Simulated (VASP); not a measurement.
A run of VASP 6.6.1 is set up as follows.

The input POSCAR:

```
BiIr
1.0
    0.0000000000      3.0674769725      3.0674769725
    3.0674769725      0.0000000000      3.0674769725
    3.0674769725      3.0674769725      0.0000000000
Ir Bi
1 1
Direct
    0.0000000000      0.0000000000      0.0000000000
    0.2500000000      0.2500000000      0.2500000000
```

INCAR.step1

```
SYSTEM = BiIr
PREC     = Accurate       ! precision mode
ENCUT    = 400            ! plane-wave cutoff, eV
EDIFF    = 1E-6           ! SCF threshold, eV
ISMEAR   = 0              ! smearing method
SIGMA    = 0.05           ! smearing width, eV
LREAL    = .FALSE.        ! projectors in reciprocal space
LASPH    = .TRUE.         ! aspherical terms in the spheres
NELM     = 200            ! most SCF steps
ALGO     = Normal         ! electronic algorithm
ISIF     = 2              ! what is computed and relaxed
LWAVE    = .FALSE.        ! write WAVECAR
LCHARG   = .TRUE.         ! write CHGCAR
MAGMOM   = 0 0 0 0 0 0    ! initial moments
LSORBIT  = .TRUE.         ! spin-orbit coupling
GGA_COMPAT= .FALSE.      
LORBMOM  = .TRUE.       
LMAXMIX  = 4              ! l up to which the mixer works
GGA      = PE             ! functional
NBANDS   = 36             ! bands
NEDOS    = 2001           ! points of the DOS
LORBIT   = 11             ! projections on sites
```

The input KPOINTS.step1:

```
regular mesh
0
G
  10 10 10
  0 0 0
```

The input INCAR.step2:

```
SYSTEM = BiIr
PREC     = Accurate       ! precision mode
ENCUT    = 400            ! plane-wave cutoff, eV
EDIFF    = 1E-6           ! SCF threshold, eV
ISMEAR   = -5             ! smearing method
SIGMA    = 0.05           ! smearing width, eV
LREAL    = .FALSE.        ! projectors in reciprocal space
LASPH    = .TRUE.         ! aspherical terms in the spheres
NELM     = 200            ! most SCF steps
ALGO     = Normal         ! electronic algorithm
ISIF     = 2              ! what is computed and relaxed
LWAVE    = .FALSE.        ! write WAVECAR
LCHARG   = .FALSE.        ! write CHGCAR
MAGMOM   = 0 0 0 0 0 0    ! initial moments
LORBIT   = 11             ! projections on sites
LSORBIT  = .TRUE.         ! spin-orbit coupling
GGA_COMPAT= .FALSE.      
LORBMOM  = .TRUE.       
LMAXMIX  = 4              ! l up to which the mixer works
GGA      = PE             ! functional
NEDOS    = 1001           ! points of the DOS
ICHARG   = 11             ! starting density
```

KPOINTS.step2

```
regular mesh
0
G
  15 15 15
  0 0 0
```

Potentials or basis: VASP PAW PBE potentials, release 64 (Ir, Bi_d).

Launch:

```sh
$ cat potpaw_PBE.64/Ir/POTCAR potpaw_PBE.64/Bi_d/POTCAR > POTCAR
$ cp INCAR.step1 INCAR
$ cp KPOINTS.step1 KPOINTS
$ mpirun -np 1 vasp_ncl > vasp.out
$ cp INCAR.step2 INCAR
$ cp KPOINTS.step2 KPOINTS
$ mpirun -np 1 vasp_ncl > vasp.out
```

(1) Estimate the net moment.

## Answers

(1) 0.00 μB per cell.
